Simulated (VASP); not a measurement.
# Pt (Fm-3m) in VASP: further runs

Pt is run at these levels: PBEsol; tasks: single point.

Program: VASP 6.6.1. These are calculated values, not measurements. Logs are shortened: lines on timing, memory, paths and dates and some standing lists are left out, and cuts for length are marked.

### Step 1. The cell of the first run

The structure is cubic, space group Fm-3m (No. 225). Conventional cell: a = 3.797 Å, b = 3.797 Å, c = 3.797 Å, α = 90.00°, β = 90.00°, γ = 90.00°. Pt (site symmetry m-3m) has 12 Pt at 2.68 Å within 3.5 Å.

### Step 2. Single point, PBEsol, collinear spin (13.68 Å³/atom)

INCAR

```
  ALGO = Normal
  EDIFF = 1E-7
  ENCUT = 520
  GGA = PS
  ISIF = 2
  ISMEAR = 0
  ISPIN = 2
  LASPH = T
  LCHARG = F
  LMAXMIX = 4
  LORBIT = 11
  LREAL = F
  LWAVE = F
  MAGMOM = 0.1
  NBANDS = 15
  NELM = 150
  NUPDOWN = 0.1
  PREC = Accurate
  SIGMA = 0.15
```

KPOINTS

```
k-points
0
Gamma
  22 22 22
```

POSCAR

```
Pt
1.0
    0.0000000000      1.8983364941      1.8983364941
    1.8983364941      0.0000000000      1.8983364941
    1.8983364941      1.8983364941      0.0000000000
Pt
1
Direct
    0.0000000000      0.0000000000      0.0000000000
```

Potentials or basis: VASP PAW PBE potentials, release 64 (Pt).

Run with:

```bash
$ cat potpaw_PBE.64/Pt/POTCAR > POTCAR
$ mpirun -np 1 vasp_std > vasp.out
```

OUTCAR:

```text
EDIFF = 1E-7
   ENCUT = 520
   GGA = PS
   ISIF = 2
   ISMEAR = 0
   ISPIN = 2
   LASPH = T
   LORBIT = 11
   LREAL = F
   NELM = 150
   NUPDOWN = 0.1
   PREC = Accurate

 ion  position               nearest neighbor table
   1  0.000  0.000  0.000-

  LATTYP: Found a face centered cubic cell.
 ALAT       =     3.7966729882

  Lattice vectors:

 A1 = (   0.0000000000,   1.8983364941,   1.8983364941)
 A2 = (   1.8983364941,   0.0000000000,   1.8983364941)
 A3 = (   1.8983364941,   1.8983364941,   0.0000000000)

Analysis of symmetry for initial positions (statically):
=====================================================================
 Subroutine PRICEL returns:
 Original cell was already a primitive cell.

 Routine SETGRP: Setting up the symmetry group for a
 face centered cubic supercell.

 Subroutine GETGRP returns: Found 48 space group operations
 (whereof 48 operations were pure point group operations)
 out of a pool of 48 trial point group operations.

The static configuration has the point symmetry O_h .

Analysis of symmetry for dynamics (positions and initial velocities):
=====================================================================
 Subroutine PRICEL returns:
 Original cell was already a primitive cell.

 Routine SETGRP: Setting up the symmetry group for a
 face centered cubic supercell.

 Subroutine GETGRP returns: Found 48 space group operations
 (whereof 48 operations were pure point group operations)
 out of a pool of 48 trial point group operations.

The dynamic configuration has the point symmetry O_h .

Analysis of structural, dynamic, and magnetic symmetry:
=====================================================================
 Subroutine PRICEL returns:
 Original cell was already a primitive cell.

 Routine SETGRP: Setting up the symmetry group for a
 face centered cubic supercell.

 Subroutine GETGRP returns: Found 48 space group operations
 (whereof 48 operations were pure point group operations)
 out of a pool of 48 trial point group operations.

The overall configuration has the point symmetry O_h .

 Subroutine INISYM returns: Found 48 space group operations
 (whereof 48 operations are pure point group operations),
 and found     1 'primitive' translations

----------------------------------------------------------------------------------------

                                     Primitive cell

  volume of cell :      13.6820

  direct lattice vectors                    reciprocal lattice vectors
[... 123 lines left out ...]
 number of electron      10.0000001 magnetization       0.1000000

 Free energy of the ion-electron system (eV)
  ---------------------------------------------------
  ext. energy  EPLUGINS =         0.00000000
  ---------------------------------------------------
  free energy    TOTEN  =        -6.84166500 eV

  energy without entropy =       -6.82473590  energy(sigma->0) =       -6.83320045

 E-fermi :  13.0563     XC(G=0): -14.2095

 val. band max:       13.1112553393   @ k =   0.5000   0.2273   0.0455
 cond. band min:      13.0565193329   @ k =  -0.4091   0.3182   0.0455
 fundamental gap:     -0.0547360064
 Fermi energy:        13.1143180116

 spin component 1

 k-point     1 :       0.0000    0.0000    0.0000
  band No.  band energies     occupation
      1       1.6227      1.00000
      2       8.5919      1.00000
      3       8.5919      1.00000
      4       8.5919      1.00000
      5      11.1492      1.00000
      6      11.1492      1.00000
      7      27.3555      0.00000
      8      32.8786      0.00000
      9      32.8786      0.00000
     10      32.8786      0.00000
     11      38.5494      0.00000
     12      45.2573      0.00000
     13      45.2573      0.00000
     14      45.2573      0.00000
[... 403 lines left out ...]
      4      11.4516      1.00000
      5      12.9932      0.87331
      6      13.6795      0.00000
      7      19.8611      0.00000
      8      27.1464      0.00000
      9      32.4081      0.00000
     10      32.8519      0.00000
     11      42.6409      0.00000
     12      43.1707      0.00000
     13      44.2319      0.00000
     14      45.4782      0.00000
     15      45.5263      0.00000

 [... further k-points ...]

 spin component 2

 k-point     1 :       0.0000    0.0000    0.0000
  band No.  band energies     occupation
      1       1.6405      1.00000
      2       8.6593      1.00000
      3       8.6593      1.00000
      4       8.6593      1.00000
      5      11.2126      1.00000
      6      11.2126      1.00000
      7      27.3713      0.00000
      8      32.8930      0.00000
      9      32.8930      0.00000
     10      32.8930      0.00000
     11      38.5506      0.00000
     12      45.3693      0.00000
     13      45.3693      0.00000
     14      45.3693      0.00000
[... 403 lines left out ...]
      4      11.4787      1.00000
      5      13.0673      0.45859
      6      13.7386      0.00000
      7      19.9165      0.00000
      8      27.1582      0.00000
      9      32.4333      0.00000
     10      32.8771      0.00000
     11      42.6611      0.00000
     12      43.1907      0.00000
     13      44.2541      0.00000
     14      45.5903      0.00000
     15      45.6389      0.00000

 [... further k-points ...]

------------------------ aborting loop because EDIFF is reached ----------------------------------------

  FORCE on cell =-STRESS in cart. coord.  units (eV):
  Direction    XX          YY          ZZ          XY          YZ          ZX
  --------------------------------------------------------------------------------------
  -------------------------------------------------------------------------------------
  Total        2.9637816      2.9637816      2.9637816      0.0000000      0.0000000      0.0000000
  in kB      347.0621026    347.0621026    347.0621026      0.0000000      0.0000000      0.0000000
  external PRESSURE =     347.0621026 kB  Pullay stress =       0.0000000 kB

 VOLUME and BASIS-vectors are now :
 -----------------------------------------------------------------------------
  energy-cutoff  :      520.00
  volume of cell :       13.68
      direct lattice vectors                 reciprocal lattice vectors
     0.000000000  1.898336494  1.898336494    -0.263388499  0.263388499  0.263388499
     1.898336494  0.000000000  1.898336494     0.263388499 -0.263388499  0.263388499
     1.898336494  1.898336494  0.000000000     0.263388499  0.263388499 -0.263388499

 POSITION                                       TOTAL-FORCE (eV/Angst)
 -----------------------------------------------------------------------------------
      0.00000      0.00000      0.00000         0.000000      0.000000      0.000000
 -----------------------------------------------------------------------------------
    total drift:                                0.000000      0.000000      0.000000

  FREE ENERGIE OF THE ION-ELECTRON SYSTEM (eV)
  ---------------------------------------------------
  free  energy   TOTEN  =        -6.8416650049 eV

  energy  without entropy=       -6.8247358971  energy(sigma->0) =       -6.83320045

 total charge

# of ion       s       p       d       tot
------------------------------------------
    1        0.690   0.750   8.137   9.578

 magnetization (x)

# of ion       s       p       d       tot
------------------------------------------
    1       -0.000  -0.001   0.099   0.098
```

stdout:

```text
POSCAR found type information on POSCAR Pt
 POSCAR found :  1 types and       1 ions
 scaLAPACK will be used
 -----------------------------------------------------------------------------
|                                                                             |
|                                                                             |
|     You enforced a specific xc type in the INCAR file but a different       |
|     I HOPE YOU KNOW WHAT YOU ARE DOING!                                     |
|                                                                             |
 -----------------------------------------------------------------------------

 LDA part: xc-table for (Slater+PW92), standard interpolation
 POSCAR, INCAR and KPOINTS ok, starting setup
 FFT: planning ... GRIDC
 FFT: planning ... GRID_SOFT
 FFT: planning ... GRID
 WAVECAR not read
 entering main loop
```

It took 47 s on 1 thread of Intel Xeon 6975P-C (Granite Rapids), shared host; peak memory 0.21 GiB.

What came out:

```
Free energy                                           : -6.8417 eV
Pressure                                              : 34.7 GPa
Net moment                                            : 0.10 μB per cell
Site moments                                          : Pt +0.10 μB
Valence electrons inside the program's atomic spheres : Pt 9.58
```

Caveat: the cell stands under pressure; the PAW data sets were made with another functional, which shifts forces and pressure a little; spin-orbit coupling is left out, which moves the levels of the heavy elements; the total moment is fixed, so each spin has its own Fermi level and the state may be an excited one.

### Step 3. Single point, PBEsol, collinear spin (13.68 Å³/atom)

INCAR

```
ALGO = Fast
EDIFF = 1E-7
ENCUT = 520
GGA = PS
ISIF = 2
ISMEAR = 0
ISPIN = 2
LASPH = True
LCHARG = False
LMAXMIX = 4
LORBIT = 11
LREAL = False
LWAVE = False
MAGMOM = 0.5
NBANDS = 15
NELM = 150
NUPDOWN = 0.5
PREC = Accurate
SIGMA = 0.15
```

KPOINTS is that of step 2.

POSCAR is that of step 2.

Potentials or basis: VASP PAW PBE potentials, release 64 (Pt).

Run with:

```bash
$ cat potpaw_PBE.64/Pt/POTCAR > POTCAR
$ mpirun -np 1 vasp_std > vasp.out
```

It took 53 s on 1 thread of Intel Xeon 6975P-C (Granite Rapids), shared host; peak memory 0.21 GiB.

Results (log left out):

* Free energy: -6.8015 eV
* Pressure: 36.3 GPa
* Net moment: 0.50 μB per cell
* Site moments: Pt +0.49 μB
* Valence electrons inside the program's atomic spheres: Pt 9.58

Caveat: the cell stands under pressure; the PAW data sets were made with another functional, which shifts forces and pressure a little; spin-orbit coupling is left out, which moves the levels of the heavy elements; the total moment is fixed, so each spin has its own Fermi level and the state may be an excited one.
